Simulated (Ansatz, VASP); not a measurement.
**One calculation of Na4Bi, two programs**

```
Na Bi
1.0
    -3.70753    3.70753    3.70753
     3.70753   -3.70753    3.70753
     3.70753    3.70753   -3.70753
Na Bi
4 1
Direct
  0.50000 0.50000 0.50000
  0.50000 0.00000 0.00000
  0.00000 0.00000 0.50000
  0.00000 0.50000 0.00000
  0.00000 0.00000 0.00000
```

Alike in both runs: task single point; functional PBE; k mesh 8 × 8 × 8; occupations gaussian, width 0.1 eV; no spin polarisation.

```csv
,VASP,Ansatz
version,VASP 6.6.1,Ansatz 0.2.0
potentials or method,"VASP PAW PBE potentials, release 64 (Na_pv, Bi_d), cutoff 520 eV","scalar-relativistic, plane waves, PAW"
valence electrons in the cell,43,51
```

|  | VASP | Ansatz | Ansatz less VASP |
| --- | --- | --- | --- |
| gap on the k mesh at the Fermi level (eV) | none | none | - |
| pressure (GPa) | 0.0 | 0.0 | +0.02 |

A gap of «none» marks a metal or a gap that the smearing closes. VASP's potentials hold 43 valence electrons a cell and Ansatz's 51, so a difference there can come from the potentials and not from the codes.

Neither program's run includes spin-orbit coupling.
